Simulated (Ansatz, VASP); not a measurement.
Ga in VASP and in Ansatz

```
Ga
1.0
     4.49557    0.00000    0.00000
    -2.24778    3.89328    0.00000
     0.00000    0.00000    5.16572
Ga
4
Direct
  0.00000 0.00000 0.25000
  0.00000 0.00000 0.75000
  0.33333 0.66667 0.75000
  0.66667 0.33333 0.25000
```

Alike in both runs: functional PBE; k mesh 6 × 6 × 2; occupations gaussian, width 0.1 eV; no spin polarisation.

Ansatz relaxed the structure, and its values are those at the end. VASP's run is a single point on that final structure, the one shown.

|  | VASP | Ansatz |
| --- | --- | --- |
| version | VASP 6.6.1 | Ansatz 0.2.0 |
| potentials or method | VASP PAW PBE potentials, release 64 (Ga_d), cutoff 520 eV | scalar-relativistic, plane waves, PAW |
| valence electrons in the cell | 52 | 52 |

```csv
,VASP,Ansatz,Ansatz less VASP
gap on the k mesh at the Fermi level (eV),none,none,-
pressure (GPa),0.0,0.0,-0.07
```

A gap of «none» marks a metal or a gap that the smearing closes. The functional is the same, so the differences come from potentials, cutoffs and numerics.

The k mesh is coarse, so the values compare programs but aren't converged.
